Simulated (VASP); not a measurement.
# NiC (Fm-3m) in VASP: density of states with PBE

Aim: the density of states of NiC with PBE.

Everything below comes from runs of VASP 6.6.1. Logs are shortened: lines on timing, memory, paths and dates and some standing lists are left out, and cuts for length are marked.

## (1) The cell of the first run

It takes space group Fm-3m (No. 225, cubic). Conventional cell: a = 4.068 Å, b = 4.068 Å, c = 4.068 Å, α = 90.00°, β = 90.00°, γ = 90.00°. Within 2.7 Å of Ni (site symmetry m-3m) lie 6 C at 2.03 Å. Within 2.7 Å of C (site symmetry m-3m) lie 6 Ni at 2.03 Å.

## (2) Density of states, PBE

POSCAR reads:

```
NiC
1.0
    0.0000000000      2.0340531346      2.0340531346
    2.0340531346      0.0000000000      2.0340531346
    2.0340531346      2.0340531346      0.0000000000
Ni C
1 1
Direct
    0.5000000000      0.5000000000      0.5000000000
    0.0000000000      0.0000000000      0.0000000000
```

INCAR.step1 reads:

```
SYSTEM = NiC
  ALGO = Normal
  EDIFF = 1E-6
  ENCUT = 520
  GGA = PE
  ISIF = 2
  ISMEAR = 0
  LASPH = .True.
  LCHARG = .True.
  LMAXMIX = 4
  LREAL = .False.
  LWAVE = .False.
  NBANDS = 14
  NELM = 100
  PREC = Accurate
  SIGMA = 0.1
```

KPOINTS.step1 reads:

```
k-points
0
Gamma
  24 24 24
  0 0 0
```

INCAR.step2 reads:

```
SYSTEM = NiC
  ALGO = Normal
  EDIFF = 1E-6
  ENCUT = 520
  GGA = PE
  ICHARG = 11
  ISIF = 2
  ISMEAR = -5
  LASPH = .True.
  LCHARG = .False.
  LMAXMIX = 4
  LORBIT = 11
  LREAL = .False.
  LWAVE = .False.
  NBANDS = 14
  NEDOS = 2001
  NELM = 100
  PREC = Accurate
  SIGMA = 0.1
```

KPOINTS.step2 reads:

```
k-points
0
Gamma
  36 36 36
  0 0 0
```

Potentials or basis: VASP PAW PBE potentials, release 64 (Ni, C).

On the command line:

```console
$ cat potpaw_PBE.64/Ni/POTCAR potpaw_PBE.64/C/POTCAR > POTCAR
$ cp INCAR.step1 INCAR
$ cp KPOINTS.step1 KPOINTS
$ mpirun -np 1 vasp_std > vasp.out
$ cp INCAR.step2 INCAR
$ cp KPOINTS.step2 KPOINTS
$ mpirun -np 1 vasp_std > vasp.out
```

OUTCAR:

```text
SYSTEM = NiC
   EDIFF = 1E-6
   ENCUT = 520
   GGA = PE
   ICHARG = 11
   ISIF = 2
   ISMEAR = -5
   LASPH = .True.
   LORBIT = 11
   LREAL = .False.
   NELM = 100
   PREC = Accurate

 ion  position               nearest neighbor table
   1  0.500  0.500  0.500-   2 2.03   2 2.03   2 2.03   2 2.03   2 2.03   2 2.03
   2  0.000  0.000  0.000-   1 2.03   1 2.03   1 2.03   1 2.03   1 2.03   1 2.03

  LATTYP: Found a face centered cubic cell.
 ALAT       =     4.0681062692

  Lattice vectors:

 A1 = (   0.0000000000,   2.0340531346,   2.0340531346)
 A2 = (   2.0340531346,   0.0000000000,   2.0340531346)
 A3 = (   2.0340531346,   2.0340531346,   0.0000000000)

Analysis of symmetry for initial positions (statically):
=====================================================================
 Subroutine PRICEL returns:
 Original cell was already a primitive cell.

 Routine SETGRP: Setting up the symmetry group for a
 face centered cubic supercell.

 Subroutine GETGRP returns: Found 48 space group operations
 (whereof 48 operations were pure point group operations)
 out of a pool of 48 trial point group operations.

The static configuration has the point symmetry O_h .

Analysis of symmetry for dynamics (positions and initial velocities):
=====================================================================
 Subroutine PRICEL returns:
 Original cell was already a primitive cell.

 Routine SETGRP: Setting up the symmetry group for a
 face centered cubic supercell.

 Subroutine GETGRP returns: Found 48 space group operations
 (whereof 48 operations were pure point group operations)
 out of a pool of 48 trial point group operations.

The dynamic configuration has the point symmetry O_h .

 Subroutine INISYM returns: Found 48 space group operations
 (whereof 48 operations are pure point group operations),
 and found     1 'primitive' translations

----------------------------------------------------------------------------------------

                                     Primitive cell

  volume of cell :      16.8313

  direct lattice vectors                    reciprocal lattice vectors
     0.000000000  2.034053135  2.034053135    -0.245814621  0.245814621  0.245814621
     2.034053135  0.000000000  2.034053135     0.245814621 -0.245814621  0.245814621
     2.034053135  2.034053135  0.000000000     0.245814621  0.245814621 -0.245814621

  length of vectors
     2.876585530  2.876585530  2.876585530     0.425763412  0.425763412  0.425763412

  position of ions in fractional coordinates (direct lattice)
     0.500000000  0.500000000  0.500000000
     0.000000000  0.000000000  0.000000000

  ion indices of the primitive-cell ions
   primitive index   ion index
                 1           1
                 2           2

----------------------------------------------------------------------------------------

 KPOINTS: k-points

Automatic generation of k-mesh.
 Grid dimensions read from file:
 generate k-points for:   36   36   36

 Generating k-lattice:

  Cartesian coordinates                     Fractional coordinates (reciprocal lattice)
    -0.006828184  0.006828184  0.006828184     0.027777778  0.000000000  0.000000000
     0.006828184 -0.006828184  0.006828184     0.000000000  0.027777778  0.000000000
     0.006828184  0.006828184 -0.006828184     0.000000000  0.000000000  0.027777778

  Length of vectors
     0.011826761  0.011826761  0.011826761

  Shift w.r.t. Gamma in fractional coordinates (k-lattice)
     0.000000000  0.000000000  0.000000000

 TETIRR: Found   6145 inequivalent tetrahedra from   279936

 Subroutine IBZKPT returns following result:
 ===========================================

 Found   1240 irreducible k-points:

 Following reciprocal coordinates:
            Coordinates               Weight
  0.000000  0.000000  0.000000      1.000000
  0.027778  0.000000  0.000000      8.000000
  0.055556  0.000000  0.000000      8.000000
  0.083333  0.000000  0.000000      8.000000
  0.111111  0.000000  0.000000      8.000000
  0.138889  0.000000  0.000000      8.000000
[... 16 lines left out ...]
  0.111111  0.027778  0.000000     24.000000
  0.138889  0.027778  0.000000     24.000000
 [... further k-points ...]
   k-points           NKPTS =   1240   k-points in BZ     NKDIM =   1240   number of bands    NBANDS=     14
   number of dos      NEDOS =   2001   number of ions     NIONS =      2
   total plane-waves  NPLWV =  13824
   dimension x,y,z NGX =    24 NGY =   24 NGZ =   24
   dimension x,y,z NGXF=    48 NGYF=   48 NGZF=   48
   ions per type =               1   1
   NGX,Y,Z   is equivalent  to a cutoff of  13.87, 13.87, 13.87 a.u.
   NGXF,Y,Z  is equivalent  to a cutoff of  27.74, 27.74, 27.74 a.u.
 SYSTEM =  NiC
   PREC   = accura    normal or accurate (medium, high low for compatibility)
   ISTART =      0    job   : 0-new  1-cont  2-samecut
   ICHARG =     11    charge: 1-file 2-atom 10-const
   ISPIN  =      1    spin polarized calculation?
   LNONCOLLINEAR =      F non collinear calculations
   LSORBIT =      F    spin-orbit coupling
   LASPH  =      T    aspherical Exc in radial PAW
   ENCUT  =  520.0 eV  38.22 Ry    6.18 a.u.   5.35  5.35  5.35*2*pi/ulx,y,z
   NELM   =    100;   NELMIN=  2; NELMDL=  0     # of ELM steps
   EDIFF  = 0.1E-05   stopping-criterion for ELM
   LREAL  =      F    real-space projection
   EDIFFG = 0.1E-04   stopping-criterion for IOM
   NSW    =      0    number of steps for IOM
   IBRION =     -1    ionic relax: 0-MD 1-quasi-New 2-CG
   NFREE  =      0    steps in history (QN), initial steepest desc. (CG)
   ISIF   =      2    stress and relaxation
   ISYM   =      2    0-nonsym 1-usesym 2-fastsym
   POTIM  = 0.5000    time-step for ionic-motion
   TEBEG  =    0.0;   TEEND  =   0.0 temperature during run
   PSTRESS=    0.0 pullay stress
   NELECT =      14.0000    total number of electrons
   NUPDOWN=      -1.0000    fix difference up-down
   EMIN   =  10.00;   EMAX   =-10.00  energy-range for DOS
   EFERMI =   0.00;   METHOD = LEGACY
   ISMEAR =    -5;   SIGMA  =   0.10  broadening in eV -4-tet -1-fermi 0-gaus
   EFERMI_NEDOS =   21; number of points for ismear=-14 and -15
   IALGO  =     38    algorithm
   IMIX   =      4    mixing-type and parameters
     AMIX     =   0.40;   BMIX     =  1.00
     AMIX_MAG =   1.60;   BMIX_MAG =  1.00
  volume/ion in A,a.u.               =       8.42        56.79
  Fermi-wavevector in a.u.,A,eV,Ry     =   1.539614  2.909449 32.251408  2.370412
  Thomas-Fermi vector in A             =   2.645817
   LORBIT       =     11    0 simple, 1 ext, 2 COOP (PROOUT), +10 PAW based schemes
   GGA     = PE    functional components
   LHFCALC =     F    Hartree Fock is set to
   AEXX    =    0.0000 exact exchange contribution
   IVDW    =     0    specifies the selected vdW correction
   LEPSILON=     F    determine dielectric tensor
   LRPA    =     F    only Hartree local field effects (RPA)
 non-spin polarized calculation
 Fermi weights with tetrahedron method with Bloechl corrections
  energy-cutoff  :      520.00
  volume of cell :       16.83
 maximum number of plane-waves:       468
 NGX is ok and might be reduce to    24

 number of electron      14.0000002 magnetization

 Free energy of the ion-electron system (eV)
  ---------------------------------------------------
  ext. energy  EPLUGINS =         0.00000000
  ---------------------------------------------------
  free energy    TOTEN  =       -12.50924406 eV

  energy without entropy =      -12.50924406  energy(sigma->0) =      -12.50924406

 E-fermi :   9.7773     XC(G=0): -13.3125

 val. band max:        9.8275029649   @ k =   0.4444   0.3056   0.1389
 cond. band min:       9.7312138446   @ k =   0.5000   0.3333   0.1667
 fundamental gap:     -0.0962891204
 Fermi energy:         9.7772573642

 k-point     1 :       0.0000    0.0000    0.0000
  band No.  band energies     occupation
      1      -5.4074      2.00000
      2       6.6581      2.00000
      3       6.6581      2.00000
      4       6.6581      2.00000
      5       6.9457      2.00000
      6       6.9457      2.00000
      7      11.0113      0.00000
      8      11.0113      0.00000
      9      11.0113      0.00000
     10      21.0214      0.00000
     11      26.9715      0.00000
     12      28.0751      0.00000
     13      28.0751      0.00000
     14      28.0751      0.00000

 k-point     2 :       0.0278    0.0000    0.0000
  band No.  band energies     occupation
      1      -5.3893      2.00000
      2       6.6420      2.00000
      3       6.6595      2.00000
      4       6.6595      2.00000
      5       6.9239      2.00000
      6       6.9239      2.00000
      7      10.9740      0.00000
      8      11.0432      0.00000
      9      11.0432      0.00000
     10      21.0544      0.00000
     11      26.6506      0.00000
     12      28.0721      0.00000
     13      28.0721      0.00000
     14      28.3879      0.00000

 k-point     3 :       0.0556    0.0000    0.0000
  band No.  band energies     occupation
      1      -5.3352      2.00000
      2       6.5928      2.00000
      3       6.6559      2.00000
      4       6.6559      2.00000
      5       6.8693      2.00000
      6       6.8693      2.00000
      7      10.8658      0.00000
      8      11.1359      0.00000
      9      11.1359      0.00000
     10      21.1488      0.00000
     11      26.0754      0.00000
     12      28.0567      0.00000
     13      28.0567      0.00000
     14      28.9331      0.00000

 k-point     4 :       0.0833    0.0000    0.0000
  band No.  band energies     occupation
      1      -5.2453      2.00000
      2       6.5084      2.00000
      3       6.6117      2.00000
      4       6.6117      2.00000
      5       6.8252      2.00000
      6       6.8252      2.00000
      7      10.6971      0.00000
      8      11.2807      0.00000
      9      11.2807      0.00000
     10      21.2905      0.00000
     11      25.4789      0.00000
     12      28.0097      0.00000
     13      28.0097      0.00000
     14      29.4648      0.00000

 k-point     5 :       0.1111    0.0000    0.0000
  band No.  band energies     occupation
      1      -5.1201      2.00000
      2       6.3851      2.00000
      3       6.4952      2.00000
      4       6.4952      2.00000
      5       6.8332      2.00000
      6       6.8332      2.00000
      7      10.4834      0.00000
      8      11.4666      0.00000
      9      11.4666      0.00000
     10      21.4532      0.00000
     11      24.9227      0.00000
[... 276 lines left out ...]
 k-point    22 :       0.0833    0.0278    0.0000
  band No.  band energies     occupation
      1      -5.2633      2.00000
      2       6.5389      2.00000
      3       6.6236      2.00000
      4       6.6240      2.00000
      5       6.7467      2.00000
      6       6.9023      2.00000
      7      10.7865      0.00000
      8      11.1271      0.00000
      9      11.3154      0.00000
     10      21.2686      0.00000
     11      25.6004      0.00000
     12      27.9303      0.00000
     13      28.0252      0.00000
     14      29.4917      0.00000

 k-point    23 :       0.1111    0.0278    0.0000
  band No.  band energies     occupation
      1      -5.1500      2.00000
      2       6.4217      2.00000
      3       6.4969      2.00000
      4       6.5505      2.00000
      5       6.7651      2.00000
      6       6.8905      2.00000
      7      10.5856      0.00000
      8      11.2660      0.00000
      9      11.5183      0.00000
     10      21.4284      0.00000
     11      25.0516      0.00000
     12      27.8242      0.00000
     13      27.9658      0.00000
     14      29.9574      0.00000

 k-point    24 :       0.1389    0.0278    0.0000
  band No.  band energies     occupation
      1      -5.0018      2.00000
      2       6.2542      2.00000
      3       6.3438      2.00000
      4       6.4230      2.00000
      5       6.8101      2.00000
      6       6.9138      2.00000
      7      10.3511      0.00000
      8      11.4443      0.00000
      9      11.7486      0.00000
     10      21.5836      0.00000
     11      24.5614      0.00000
     12      27.6490      0.00000
     13      27.7905      0.00000
     14      30.3319      0.00000

 [... further k-points ...]

------------------------ aborting loop because EDIFF is reached ----------------------------------------

  FORCE on cell =-STRESS in cart. coord.  units (eV):
  Direction    XX          YY          ZZ          XY          YZ          ZX
  --------------------------------------------------------------------------------------
  -------------------------------------------------------------------------------------
  Total       -0.1008228     -0.1008228     -0.1008228      0.0000000     -0.0000000      0.0000000
  in kB       -9.5973750     -9.5973750     -9.5973750      0.0000000     -0.0000000      0.0000000
  external PRESSURE =      -9.5973750 kB  Pullay stress =       0.0000000 kB

 VOLUME and BASIS-vectors are now :
 -----------------------------------------------------------------------------
  energy-cutoff  :      520.00
  volume of cell :       16.83
      direct lattice vectors                 reciprocal lattice vectors
     0.000000000  2.034053135  2.034053135    -0.245814621  0.245814621  0.245814621
     2.034053135  0.000000000  2.034053135     0.245814621 -0.245814621  0.245814621
     2.034053135  2.034053135  0.000000000     0.245814621  0.245814621 -0.245814621

 POSITION                                       TOTAL-FORCE (eV/Angst)
 -----------------------------------------------------------------------------------
      2.03405      2.03405      2.03405         0.000000      0.000000      0.000000
      0.00000      0.00000      0.00000        -0.000000     -0.000000      0.000000
 -----------------------------------------------------------------------------------
    total drift:                                0.000000     -0.000000      0.000000

  FREE ENERGIE OF THE ION-ELECTRON SYSTEM (eV)
  ---------------------------------------------------
  free  energy   TOTEN  =       -12.5092440597 eV

  energy  without entropy=      -12.5092440597  energy(sigma->0) =      -12.50924406

 total charge

# of ion       s       p       d       tot
------------------------------------------
    1        0.489   0.664   8.376   9.529
    2        0.894   1.398   0.000   2.292
--------------------------------------------------
tot          1.383   2.062   8.376  11.821
```

Wall time 2.1 min (1 thread of Intel Xeon 6975P-C (Granite Rapids), shared host); peak memory 0.4 GiB.

What came out:

```
Valence electrons inside the program's atomic spheres : Ni 9.53; C 2.29
```

Levels at points of the mesh, in eV from the Fermi level:
| k point | band 5 | band 6 | band 7 | band 8 | band 9 | band 10 |
| --- | --- | --- | --- | --- | --- | --- |
| (0.00, 0.00, 0.00) | -2.83 | -2.83 | 1.23 | 1.23 | 1.23 | 11.24 |
| (0.50, 0.00, 0.00) | -2.13 | -2.13 | -1.05 | 4.22 | 4.22 | 8.94 |
| (0.50, 0.50, 0.00) | -1.86 | -1.86 | -1.56 | -1.56 | 0.10 | 7.78 |

Caveat: tetrahedron occupations give inexact forces and stress in metals. Spin polarisation is off, so any magnetic state and its effect on volume and gap are missing.
